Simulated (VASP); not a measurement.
# WSe2 in VASP: a series of runs

Runs on WSe2. Level: r2SCAN. Tasks: single point.

Everything below comes from runs of VASP 6.6.1. Logs are shortened: lines on timing, memory, paths and dates and some standing lists are left out, and cuts for length are marked.

### Step 1. The cell of the first run

The cell holds a slab with vacuum, 6 atoms: a = 3.408 Å, b = 3.408 Å, c = 22.780 Å, α = 90.00°, β = 90.00°, γ = 120.00°.

### Step 2. Single point, r2SCAN

Contents of POSCAR:

```
WSe2
1.0
    3.4081400126      0.0000000000      0.0000000000
   -1.7040700063      2.9515358306      0.0000000000
    0.0000000000      0.0000000000     22.7796597070
W Se
2 4
Direct
    0.6666666667      0.3333333333      0.1423922113
    0.3333333333      0.6666666667      0.8576077887
    0.3333333333      0.6666666667      0.2113531704
    0.6666666667      0.3333333333      0.9266195386
    0.3333333333      0.6666666667      0.0733804614
    0.6666666667      0.3333333333      0.7886468296
```

Contents of INCAR.step1:

```
PREC = Accurate
ENCUT = 520
ISMEAR = 0
SIGMA = 0.05
LREAL = F
LASPH = T
NELM = 100
NBANDS = 35
GGA = PE
ALGO = Normal
EDIFF = 1E-4
LWAVE = T
LCHARG = F
```

Contents of INCAR.step2:

```
PREC = Accurate
ENCUT = 520
EDIFF = 1E-7
ISMEAR = 0
SIGMA = 0.05
LREAL = F
LASPH = T
NELM = 100
ALGO = Normal
ISIF = 2
LWAVE = F
LCHARG = F
METAGGA = R2SCAN
LMIXTAU = T
NBANDS = 35
ISTART = 1
```

Contents of KPOINTS:

```
regular mesh
0
Gamma
  12 12 2
```

Potentials or basis: VASP PAW PBE potentials, release 64 (W_sv, Se).

Command:

```console
$ cat potpaw_PBE.64/W_sv/POTCAR potpaw_PBE.64/Se/POTCAR > POTCAR
$ cp INCAR.step1 INCAR
$ mpirun -np 1 vasp_std > vasp.out
$ cp INCAR.step2 INCAR
$ mpirun -np 1 vasp_std > vasp.out
```

OUTCAR:

```text
PREC = Accurate
   ENCUT = 520
   EDIFF = 1E-7
   ISMEAR = 0
   LREAL = F
   LASPH = T
   NELM = 100
   ISIF = 2
   METAGGA = R2SCAN
   ISTART = 1

 ion  position               nearest neighbor table
   1  0.667  0.333  0.142-   3 2.52   3 2.52   3 2.52   5 2.52   5 2.52   5 2.52
   2  0.333  0.667  0.858-   6 2.52   6 2.52   6 2.52   4 2.52   4 2.52   4 2.52
   3  0.333  0.667  0.211-   1 2.52   1 2.52   1 2.52
   4  0.667  0.333  0.927-   2 2.52   2 2.52   2 2.52
   5  0.333  0.667  0.073-   1 2.52   1 2.52   1 2.52
   6  0.667  0.333  0.789-   2 2.52   2 2.52   2 2.52

  LATTYP: Found a hexagonal cell.
 ALAT       =     3.4081400126
 C/A-ratio  =     6.6838978513

  Lattice vectors:

 A1 = (   3.4081400126,   0.0000000000,   0.0000000000)
 A2 = (  -1.7040700063,   2.9515358306,   0.0000000000)
 A3 = (   0.0000000000,   0.0000000000,  22.7796597070)

Analysis of symmetry for initial positions (statically):
=====================================================================
 Subroutine PRICEL returns:
 Original cell was already a primitive cell.

 Routine SETGRP: Setting up the symmetry group for a
 hexagonal supercell.

 Subroutine GETGRP returns: Found 12 space group operations
 (whereof 12 operations were pure point group operations)
 out of a pool of 24 trial point group operations.

The static configuration has the point symmetry D_3d.

Analysis of symmetry for dynamics (positions and initial velocities):
=====================================================================
 Subroutine PRICEL returns:
 Original cell was already a primitive cell.

 Routine SETGRP: Setting up the symmetry group for a
 hexagonal supercell.

 Subroutine GETGRP returns: Found 12 space group operations
 (whereof 12 operations were pure point group operations)
 out of a pool of 24 trial point group operations.

The dynamic configuration has the point symmetry D_3d.

 Subroutine INISYM returns: Found 12 space group operations
 (whereof 12 operations are pure point group operations),
 and found     1 'primitive' translations

----------------------------------------------------------------------------------------

                                     Primitive cell

  volume of cell :     229.1462

  direct lattice vectors                    reciprocal lattice vectors
     3.408140013  0.000000000  0.000000000     0.293415176  0.169403331  0.000000000
    -1.704070006  2.951535831  0.000000000     0.000000000  0.338806661  0.000000000
     0.000000000  0.000000000 22.779659707     0.000000000  0.000000000  0.043898812

  length of vectors
     3.408140013  3.408140013 22.779659707     0.338806661  0.338806661  0.043898812

  position of ions in fractional coordinates (direct lattice)
     0.666666667  0.333333333  0.142392211
     0.333333333  0.666666667  0.857607789
     0.333333333  0.666666667  0.211353170
     0.666666667  0.333333333  0.926619539
     0.333333333  0.666666667  0.073380461
     0.666666667  0.333333333  0.788646830

  ion indices of the primitive-cell ions
   primitive index   ion index
                 1           1
                 2           2
                 3           3
                 4           4
                 5           5
                 6           6

----------------------------------------------------------------------------------------

 KPOINTS: regular mesh

Automatic generation of k-mesh.
 Grid dimensions read from file:
 generate k-points for:   12   12    2

 Generating k-lattice:

  Cartesian coordinates                     Fractional coordinates (reciprocal lattice)
     0.024451265  0.014116944  0.000000000     0.083333333  0.000000000  0.000000000
     0.000000000  0.028233888  0.000000000     0.000000000  0.083333333  0.000000000
     0.000000000  0.000000000  0.021949406     0.000000000  0.000000000  0.500000000

  Length of vectors
     0.028233888  0.028233888  0.021949406

  Shift w.r.t. Gamma in fractional coordinates (k-lattice)
     0.000000000  0.000000000  0.000000000

 Subroutine IBZKPT returns following result:
 ===========================================

 Found     38 irreducible k-points:

 Following reciprocal coordinates:
            Coordinates               Weight
  0.000000  0.000000  0.000000      1.000000
  0.083333  0.000000  0.000000      6.000000
  0.166667  0.000000  0.000000      6.000000
  0.250000 -0.000000  0.000000      6.000000
  0.333333 -0.000000  0.000000      6.000000
  0.416667  0.000000  0.000000      6.000000
[... 16 lines left out ...]
  0.250000 -0.000000  0.500000      6.000000
  0.333333 -0.000000  0.500000      6.000000
 [... further k-points ...]
   k-points           NKPTS =     38   k-points in BZ     NKDIM =     38   number of bands    NBANDS=     35
   number of dos      NEDOS =    301   number of ions     NIONS =      6
   total plane-waves  NPLWV = 141120
   dimension x,y,z NGX =    28 NGY =   28 NGZ =  180
   dimension x,y,z NGXF=    56 NGYF=   56 NGZF=  360
   ions per type =               2   4
   NGX,Y,Z   is equivalent  to a cutoff of  13.66, 13.66, 13.14 a.u.
   NGXF,Y,Z  is equivalent  to a cutoff of  27.32, 27.32, 26.27 a.u.
 SYSTEM =  unknown system
   PREC   = accura    normal or accurate (medium, high low for compatibility)
   ISTART =      1    job   : 0-new  1-cont  2-samecut
   ICHARG =      0    charge: 1-file 2-atom 10-const
   ISPIN  =      1    spin polarized calculation?
   LNONCOLLINEAR =      F non collinear calculations
   LSORBIT =      F    spin-orbit coupling
   LASPH  =      T    aspherical Exc in radial PAW
   ENCUT  =  520.0 eV  38.22 Ry    6.18 a.u.   6.34  6.34 42.36*2*pi/ulx,y,z
   NELM   =    100;   NELMIN=  2; NELMDL=  0     # of ELM steps
   EDIFF  = 0.1E-06   stopping-criterion for ELM
   LREAL  =      F    real-space projection
   EDIFFG = 0.1E-05   stopping-criterion for IOM
   NSW    =      0    number of steps for IOM
   IBRION =     -1    ionic relax: 0-MD 1-quasi-New 2-CG
   NFREE  =      0    steps in history (QN), initial steepest desc. (CG)
   ISIF   =      2    stress and relaxation
   ISYM   =      2    0-nonsym 1-usesym 2-fastsym
   POTIM  = 0.5000    time-step for ionic-motion
   TEBEG  =    0.0;   TEEND  =   0.0 temperature during run
   PSTRESS=    0.0 pullay stress
   NELECT =      52.0000    total number of electrons
   NUPDOWN=      -1.0000    fix difference up-down
   EMIN   =  10.00;   EMAX   =-10.00  energy-range for DOS
   EFERMI =   0.00;   METHOD = LEGACY
   ISMEAR =     0;   SIGMA  =   0.05  broadening in eV -4-tet -1-fermi 0-gaus
   EFERMI_NEDOS =   21; number of points for ismear=-14 and -15
   IALGO  =     38    algorithm
   IMIX   =      4    mixing-type and parameters
     AMIX     =   0.40;   BMIX     =  1.00
     AMIX_MAG =   1.60;   BMIX_MAG =  1.00
  volume/ion in A,a.u.               =      38.19       257.73
  Fermi-wavevector in a.u.,A,eV,Ry     =   0.998554  1.886994 13.566516  0.997111
  Thomas-Fermi vector in A             =   2.130786
   LORBIT       =      0    0 simple, 1 ext, 2 COOP (PROOUT), +10 PAW based schemes
   METAGGA = R2SCAN    functional components
   LHFCALC =     F    Hartree Fock is set to
   AEXX    =    0.0000 exact exchange contribution
   IVDW    =     0    specifies the selected vdW correction
   LEPSILON=     F    determine dielectric tensor
   LRPA    =     F    only Hartree local field effects (RPA)
 non-spin polarized calculation
 Gauss-broadening in eV      SIGMA  =   0.05
  energy-cutoff  :      520.00
  volume of cell :      229.15
 maximum number of plane-waves:      6218
 NGX is ok and might be reduce to    28
   NGX = 13   NGY = 13   NGZ = 85

 number of electron      52.0000000 magnetization

 Free energy of the ion-electron system (eV)
  ---------------------------------------------------
  ext. energy  EPLUGINS =         0.00000000
  ---------------------------------------------------
  free energy    TOTEN  =      -163.27559846 eV

  energy without entropy =     -163.27559846  energy(sigma->0) =     -163.27559846

 E-fermi :   1.3066     XC(G=0):  -6.4927

 val. band max:        1.0227324746   @ k =   0.0000   0.0000   0.5000
 cond. band min:       1.5833823167   @ k =   0.3333   0.3333   0.0000
 fundamental gap:      0.5606498421
 Fermi energy:         1.3066072651

 k-point     1 :       0.0000    0.0000    0.0000
  band No.  band energies     occupation
      1     -75.5715      2.00000
      2     -75.5715      2.00000
      3     -39.1101      2.00000
      4     -39.1101      2.00000
      5     -39.1101      2.00000
      6     -39.1101      2.00000
[... 27 lines left out ...]
     34       3.8004      0.00000
     35       5.2111      0.00000

 k-point     2 :       0.0833    0.0000    0.0000
  band No.  band energies     occupation
      1     -75.5710      2.00000
      2     -75.5710      2.00000
      3     -39.1223      2.00000
      4     -39.1223      2.00000
      5     -39.1129      2.00000
      6     -39.1129      2.00000
[... 27 lines left out ...]
     34       3.6695      0.00000
     35       5.6898      0.00000

 k-point     3 :       0.1667    0.0000    0.0000
  band No.  band energies     occupation
      1     -75.5697      2.00000
      2     -75.5697      2.00000
      3     -39.1555      2.00000
      4     -39.1555      2.00000
      5     -39.1207      2.00000
      6     -39.1207      2.00000
[... 27 lines left out ...]
     34       4.0636      0.00000
     35       6.2789      0.00000
[... 723 lines left out ...]
 k-point    23 :       0.2500   -0.0000    0.5000
  band No.  band energies     occupation
      1     -75.5678      2.00000
      2     -75.5678      2.00000
      3     -39.2006      2.00000
      4     -39.2006      2.00000
      5     -39.1312      2.00000
      6     -39.1312      2.00000
[... 27 lines left out ...]
     34       4.5924      0.00000
     35       6.8610      0.00000

 k-point    24 :       0.3333   -0.0000    0.5000
  band No.  band energies     occupation
      1     -75.5660      2.00000
      2     -75.5660      2.00000
      3     -39.2452      2.00000
      4     -39.2452      2.00000
      5     -39.1418      2.00000
      6     -39.1418      2.00000
[... 27 lines left out ...]
     34       5.0102      0.00000
     35       6.6553      0.00000

 [... further k-points ...]
[... 5 lines left out ...]
  --------------------------------------------------------------------------------------
  -------------------------------------------------------------------------------------
  Total       -2.1358448     -2.1358448      7.5418510      0.0000000      0.0000000      0.0000000
  in kB      -14.9337046    -14.9337046     52.7321906      0.0000000      0.0000000      0.0000000
  external PRESSURE =       7.6215938 kB  Pullay stress =       0.0000000 kB

 VOLUME and BASIS-vectors are now :
 -----------------------------------------------------------------------------
  energy-cutoff  :      520.00
  volume of cell :      229.15
      direct lattice vectors                 reciprocal lattice vectors
     3.408140013  0.000000000  0.000000000     0.293415176  0.169403331  0.000000000
    -1.704070006  2.951535831  0.000000000     0.000000000  0.338806661  0.000000000
     0.000000000  0.000000000 22.779659707     0.000000000  0.000000000  0.043898812

 POSITION                                       TOTAL-FORCE (eV/Angst)
 -----------------------------------------------------------------------------------
      1.70407      0.98385      3.24365        -0.000000      0.000000      0.004019
     -0.00000      1.96769     19.53601         0.000000     -0.000000     -0.004019
     -0.00000      1.96769      4.81455         0.000000     -0.000000      1.174804
      1.70407      0.98385     21.10808        -0.000000     -0.000000      1.129098
     -0.00000      1.96769      1.67158         0.000000      0.000000     -1.129098
      1.70407      0.98385     17.96511         0.000000      0.000000     -1.174804
 -----------------------------------------------------------------------------------
    total drift:                               -0.000000      0.000000     -0.000000

  FREE ENERGIE OF THE ION-ELECTRON SYSTEM (eV)
  ---------------------------------------------------
  free  energy   TOTEN  =      -163.2755984596 eV

  energy  without entropy=     -163.2755984596  energy(sigma->0) =     -163.27559846
```

Wall time 36 min (1 thread of Intel Xeon Platinum 8259CL at 2.50GHz (Skylake/Cascade Lake), shared host); peak memory 0.55 GiB.

Results:

* Free energy: -163.2756 eV
* Largest force: 1.175 eV/Å
* Band gap on the k mesh: 0.56 eV (least direct gap 1.19 eV)

Forces in eV/Å, atoms in the order of the input:
```
W    0.000  0.000  0.004
W    0.000  0.000 -0.004
Se   0.000  0.000  1.175
Se   0.000  0.000  1.129
Se   0.000  0.000 -1.129
Se   0.000  0.000 -1.175
```

Caveat: the PAW data sets were made with another functional, which shifts forces and pressure a little; spin-orbit coupling is left out, which moves the levels of the heavy elements.

(Continued in part 2 of 2.)
